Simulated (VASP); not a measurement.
# SnSe in VASP: a series of runs

SnSe is run at these levels: LDA; tasks: single point.

All numbers are computed with VASP 6.6.1; they aren't measurements. Logs are shortened: lines on timing, memory, paths and dates and some standing lists are left out, and cuts for length are marked.

**1. The cell of the first run**

The cell holds a slab with vacuum, 4 atoms: a = 4.127 Å, b = 4.127 Å, c = 10.650 Å, α = 90.00°, β = 90.00°, γ = 90.00°.

**2. Single point, LDA (strain -0.015 along x and y, -0.030 along z)**

Contents of INCAR:

```
SYSTEM = SnSe
ALGO = Normal
EDIFF = 1E-6
ENCUT = 520
ISIF = 2
ISMEAR = 0
LASPH = .True.
LCHARG = .False.
LREAL = .False.
LWAVE = .False.
NBANDS = 28
NELM = 60
PREC = Accurate
SIGMA = 0.05
```

Contents of KPOINTS:

```
k-points
0
Gamma
  6 6 4
  0 0 0
```

Contents of POSCAR:

```
SnSe
1.0
    4.1270504543      0.0000000000      0.0000000000
    0.0000000000      4.1270504543      0.0000000000
    0.0000000000      0.0000000000     10.6502342162
Sn Se
2 2
Direct
    0.5000000000      0.0000000000      0.3781633345
    0.0000000000      0.5000000000      0.6218366655
    0.5000000000      0.0000000000      0.6217782147
    0.0000000000      0.5000000000      0.3782217853
```

Potentials or basis: VASP PAW LDA potentials, release 64 (Sn_d, Se).

On the command line:

```console
$ cat potpaw_LDA.64/Sn_d/POTCAR potpaw_LDA.64/Se/POTCAR > POTCAR
$ mpirun -np 1 vasp_std > vasp.out
```

OUTCAR:

```text
SYSTEM = SnSe
   EDIFF = 1E-6
   ENCUT = 520
   ISIF = 2
   ISMEAR = 0
   LASPH = .True.
   LREAL = .False.
   NELM = 60
   PREC = Accurate

 ion  position               nearest neighbor table
   1  0.500  0.000  0.378-   3 2.59   4 2.92   4 2.92   4 2.92   4 2.92
   2  0.000  0.500  0.622-   4 2.59   3 2.92   3 2.92   3 2.92   3 2.92
   3  0.500  0.000  0.622-   1 2.59   2 2.92   2 2.92   2 2.92   2 2.92
   4  0.000  0.500  0.378-   2 2.59   1 2.92   1 2.92   1 2.92   1 2.92

  LATTYP: Found a simple tetragonal cell.
 ALAT       =     4.1270504543
 C/A-ratio  =     2.5805922012

  Lattice vectors:

 A1 = (   4.1270504543,   0.0000000000,   0.0000000000)
 A2 = (   0.0000000000,   4.1270504543,   0.0000000000)
 A3 = (   0.0000000000,   0.0000000000,  10.6502342162)

Analysis of symmetry for initial positions (statically):
=====================================================================
 Subroutine PRICEL returns:
 Original cell was already a primitive cell.

 Routine SETGRP: Setting up the symmetry group for a
 simple tetragonal supercell.

 Subroutine GETGRP returns: Found 16 space group operations
 (whereof  8 operations were pure point group operations)
 out of a pool of 16 trial point group operations.

The static configuration has the point symmetry D_2d.
 The point group associated with its full space group is D_4h.

Analysis of symmetry for dynamics (positions and initial velocities):
=====================================================================
 Subroutine PRICEL returns:
 Original cell was already a primitive cell.

 Routine SETGRP: Setting up the symmetry group for a
 simple tetragonal supercell.

 Subroutine GETGRP returns: Found 16 space group operations
 (whereof  8 operations were pure point group operations)
 out of a pool of 16 trial point group operations.

The dynamic configuration has the point symmetry D_2d.
 The point group associated with its full space group is D_4h.

 Subroutine INISYM returns: Found 16 space group operations
 (whereof  8 operations are pure point group operations),
 and found     1 'primitive' translations

----------------------------------------------------------------------------------------

                                     Primitive cell

  volume of cell :     181.4006

  direct lattice vectors                    reciprocal lattice vectors
     4.127050454  0.000000000  0.000000000     0.242303798  0.000000000  0.000000000
     0.000000000  4.127050454  0.000000000     0.000000000  0.242303798  0.000000000
     0.000000000  0.000000000 10.650234216     0.000000000  0.000000000  0.093894649

  length of vectors
[... 90 lines left out ...]
   IBRION =     -1    ionic relax: 0-MD 1-quasi-New 2-CG
   NFREE  =      0    steps in history (QN), initial steepest desc. (CG)
   ISIF   =      2    stress and relaxation
   ISYM   =      2    0-nonsym 1-usesym 2-fastsym
   POTIM  = 0.5000    time-step for ionic-motion
   TEBEG  =    0.0;   TEEND  =   0.0 temperature during run
   PSTRESS=    0.0 pullay stress
   NELECT =      40.0000    total number of electrons
   NUPDOWN=      -1.0000    fix difference up-down
   EMIN   =  10.00;   EMAX   =-10.00  energy-range for DOS
   EFERMI =   0.00;   METHOD = LEGACY
   ISMEAR =     0;   SIGMA  =   0.05  broadening in eV -4-tet -1-fermi 0-gaus
   EFERMI_NEDOS =   21; number of points for ismear=-14 and -15
   IALGO  =     38    algorithm
   IMIX   =      4    mixing-type and parameters
     AMIX     =   0.40;   BMIX     =  1.00
     AMIX_MAG =   1.60;   BMIX_MAG =  1.00
  volume/ion in A,a.u.               =      45.35       306.04
  Fermi-wavevector in a.u.,A,eV,Ry     =   0.989043  1.869021 13.309306  0.978206
  Thomas-Fermi vector in A             =   2.120614
   LORBIT       =      0    0 simple, 1 ext, 2 COOP (PROOUT), +10 PAW based schemes
   GGA     = CA    functional components
   LHFCALC =     F    Hartree Fock is set to
   AEXX    =    0.0000 exact exchange contribution
   IVDW    =     0    specifies the selected vdW correction
   LEPSILON=     F    determine dielectric tensor
   LRPA    =     F    only Hartree local field effects (RPA)
 non-spin polarized calculation
 Gauss-broadening in eV      SIGMA  =   0.05
  energy-cutoff  :      520.00
  volume of cell :      181.40
 maximum number of plane-waves:      4916
 NGX is ok and might be reduce to    32
   NGX = 15   NGY = 15   NGZ = 39

 number of electron      39.9999984 magnetization

 Free energy of the ion-electron system (eV)
  ---------------------------------------------------
  ext. energy  EPLUGINS =         0.00000000
  ---------------------------------------------------
  free energy    TOTEN  =       -18.41293363 eV

  energy without entropy =      -18.41293363  energy(sigma->0) =      -18.41293363

 E-fermi :   1.5846     XC(G=0):  -6.5666

 val. band max:        1.3240171579   @ k =   0.3333   0.0000   0.5000
 cond. band min:       2.6824151220   @ k =   0.0000   0.0000   0.5000
 fundamental gap:      1.3583979641
 Fermi energy:         1.5845611103

 k-point     1 :       0.0000    0.0000    0.0000
  band No.  band energies     occupation
      1     -19.8875      2.00000
      2     -19.8477      2.00000
      3     -19.8447      2.00000
      4     -19.8358      2.00000
      5     -19.8307      2.00000
      6     -19.8301      2.00000
[... 733 lines left out ...]
     27       7.5836      0.00000
     28       7.5836      0.00000

 [... further k-points ...]

------------------------ aborting loop because EDIFF is reached ----------------------------------------

  FORCE on cell =-STRESS in cart. coord.  units (eV):
  Direction    XX          YY          ZZ          XY          YZ          ZX
  --------------------------------------------------------------------------------------
  -------------------------------------------------------------------------------------
  Total        2.1031784      2.1031784      3.0271081      0.0000000      0.0000000     -0.0000000
  in kB       18.5758196     18.5758196     26.7362075      0.0000000      0.0000000     -0.0000000
  external PRESSURE =      21.2959489 kB  Pullay stress =       0.0000000 kB

 VOLUME and BASIS-vectors are now :
 -----------------------------------------------------------------------------
  energy-cutoff  :      520.00
  volume of cell :      181.40
      direct lattice vectors                 reciprocal lattice vectors
     4.127050454  0.000000000  0.000000000     0.242303798  0.000000000  0.000000000
     0.000000000  4.127050454  0.000000000     0.000000000  0.242303798  0.000000000
     0.000000000  0.000000000 10.650234216     0.000000000  0.000000000  0.093894649

 POSITION                                       TOTAL-FORCE (eV/Angst)
 -----------------------------------------------------------------------------------
      2.06353      0.00000      4.02753         0.000000      0.000000     -0.612572
      0.00000      2.06353      6.62271         0.000000     -0.000000      0.612572
      2.06353      0.00000      6.62208        -0.000000     -0.000000      0.565891
      0.00000      2.06353      4.02815         0.000000      0.000000     -0.565891
 -----------------------------------------------------------------------------------
    total drift:                                0.000000      0.000000      0.000000

  FREE ENERGIE OF THE ION-ELECTRON SYSTEM (eV)
  ---------------------------------------------------
  free  energy   TOTEN  =       -18.4129336314 eV

  energy  without entropy=      -18.4129336314  energy(sigma->0) =      -18.41293363
```

stdout:

```text
POSCAR found type information on POSCAR SnSe
 POSCAR found :  2 types and       4 ions
 scaLAPACK will be used
 LDA part: xc-table for (Slater(with rela. corr.)+CA(PZ))
 , standard interpolation
 POSCAR, INCAR and KPOINTS ok, starting setup
 FFT: planning ... GRIDC
 FFT: planning ... GRID_SOFT
 FFT: planning ... GRID
 WAVECAR not read
 entering main loop
```

Run time: 79 s. Hardware: 1 thread of Intel Xeon 6975P-C (Granite Rapids), shared host; peak memory 0.3 GiB.

What came out:

```
Free energy            : -18.4129 eV
Largest force          : 0.613 eV/Å
Band gap on the k mesh : 1.36 eV
```

Forces on the atoms (eV/Å):
```
Sn   0.000  0.000 -0.613
Sn   0.000  0.000  0.613
Se   0.000  0.000  0.566
Se   0.000  0.000 -0.566
```

Levels at points of the mesh, in eV from the valence-band top:
```
           k point  band 16  band 17  band 18  band 19  band 20  band 21  band 22  band 23  band 24  band 25
(0.00, 0.00, 0.00)    -3.65    -3.65    -2.20    -2.20    -0.62     1.54     3.26     3.59     4.72     4.72
(0.50, 0.00, 0.00)    -2.82    -1.93    -1.93    -0.24    -0.24     1.51     1.51     1.87     1.87     2.92
(0.50, 0.50, 0.00)    -5.67    -3.95    -3.95    -2.01    -2.01     3.71     3.71     4.29     4.29     5.44
(0.00, 0.00, 0.50)    -3.65    -3.64    -2.20    -2.20    -0.63     1.36     3.26     4.72     4.72     4.90
(0.50, 0.00, 0.50)    -2.82    -1.93    -1.93    -0.24    -0.24     1.52     1.52     1.87     1.87     2.83
(0.50, 0.50, 0.50)    -5.67    -3.95    -3.95    -2.01    -2.01     3.66     3.66     4.34     4.34     5.38
```

Caveat: the cell differs from its parent crystal (strain -0.015 along x and y, -0.030 along z); there is no dipole correction, which matters where the two faces differ; spin-orbit coupling is left out, which moves the levels of the heavy elements.

**3. Single point, LDA (strain -0.030 along x and y, +0.015 along z)**

Contents of INCAR:

```
SYSTEM = SnSe
PREC = Accurate
ENCUT = 520
EDIFF = 1E-6
ISMEAR = 0
SIGMA = 0.05
LREAL = .False.
LASPH = .True.
NELM = 80
ALGO = Normal
ISIF = 2
LWAVE = .False.
LCHARG = .False.
NBANDS = 28
```

Contents of KPOINTS:

```
regular mesh
0
Gamma
  6 6 4
  0 0 0
```

Contents of POSCAR:

```
SnSe
1.0
    4.0642019702      0.0000000000      0.0000000000
    0.0000000000      4.0642019702      0.0000000000
    0.0000000000      0.0000000000     11.1443172468
Sn Se
2 2
Direct
    0.5000000000      0.0000000000      0.3781633345
    0.0000000000      0.5000000000      0.6218366655
    0.5000000000      0.0000000000      0.6217782147
    0.0000000000      0.5000000000      0.3782217853
```

Potentials or basis: VASP PAW LDA potentials, release 64 (Sn_d, Se).

On the command line:

```console
$ cat potpaw_LDA.64/Sn_d/POTCAR potpaw_LDA.64/Se/POTCAR > POTCAR
$ mpirun -np 1 vasp_std > vasp.out
```

Run time: 78 s. Hardware: 1 thread of Intel Xeon 6975P-C (Granite Rapids), shared host; peak memory 0.29 GiB.

It converged, with:

- Free energy: -18.3880 eV
- Largest force: 0.044 eV/Å
- Band gap on the k mesh: 1.16 eV (least direct gap 1.39 eV)

Forces in eV/Å, atoms in the order of the input:
```
Sn   0.000  0.000  0.005
Sn   0.000  0.000 -0.005
Se   0.000  0.000 -0.044
Se   0.000  0.000  0.044
```

Levels at points of the mesh, in eV from the valence-band top:
```tsv
k point	band 16	band 17	band 18	band 19	band 20	band 21	band 22	band 23	band 24	band 25
(0.00, 0.00, 0.00)	-3.57	-3.57	-2.38	-2.38	-0.83	1.34	3.35	3.44	5.14	5.16
(0.50, 0.00, 0.00)	-2.83	-1.83	-1.83	-0.01	-0.01	1.51	1.51	1.88	1.88	2.46
(0.50, 0.50, 0.00)	-5.70	-4.27	-4.27	-2.07	-2.07	3.26	3.26	4.13	4.13	5.78
(0.00, 0.00, 0.50)	-3.57	-3.57	-2.38	-2.38	-0.84	1.22	3.35	4.54	4.56	5.16
(0.50, 0.00, 0.50)	-2.82	-1.83	-1.83	-0.01	-0.01	1.51	1.51	1.88	1.88	2.41
(0.50, 0.50, 0.50)	-5.70	-4.27	-4.27	-2.07	-2.07	3.24	3.24	4.15	4.15	5.69
```

Caveat: the cell differs from its parent crystal (strain -0.030 along x and y, +0.015 along z); there is no dipole correction, which matters where the two faces differ; spin-orbit coupling is left out, which moves the levels of the heavy elements.

[end of part 1 of 2]
